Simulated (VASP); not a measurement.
A run of VASP 6.6.1 is set up as follows.

Contents of INCAR:

```
PREC = Accurate ; ENCUT = 520
EDIFF = 1E-7 ; ISMEAR = -1
SIGMA = 0.05 ; LREAL = F
LASPH = T ; NELM = 150
ALGO = Normal ; ISIF = 2
LWAVE = F ; LCHARG = F
ISPIN = 2 ; MAGMOM = 3 -3
LORBIT = 11 ; LMAXMIX = 4
GGA = B5 ; ALDAX = 1.0
AGGAX = 1.0 ; AGGAC = 1.0
ALDAC = 0.0 ; NBANDS = 24
```

The input KPOINTS:

```
Automatic mesh
0
Gamma
  14 14 8
```

Contents of POSCAR:

```
Mn
1.0
    2.5183417483      0.0000000000      0.0000000000
   -1.2591708741      2.1809479295      0.0000000000
    0.0000000000      0.0000000000      4.0799499580
Mn
2
Direct
    0.3333333333      0.6666666667      0.2500000000
    0.6666666667      0.3333333333      0.7500000000
```

Potentials or basis: VASP PAW PBE potentials, release 64 (Mn_pv).

The run is started by

```sh
$ cat potpaw_PBE.64/Mn_pv/POTCAR > POTCAR
$ mpirun -np 1 vasp_std > vasp.out
```

Q: What does it give for the pressure?

A: 0.2 GPa.

Q: Predict the band gap on the k mesh.

A: Zero (filled and empty bands overlap).

Caveat: the PAW data sets were made with another functional, which shifts forces and pressure a little.
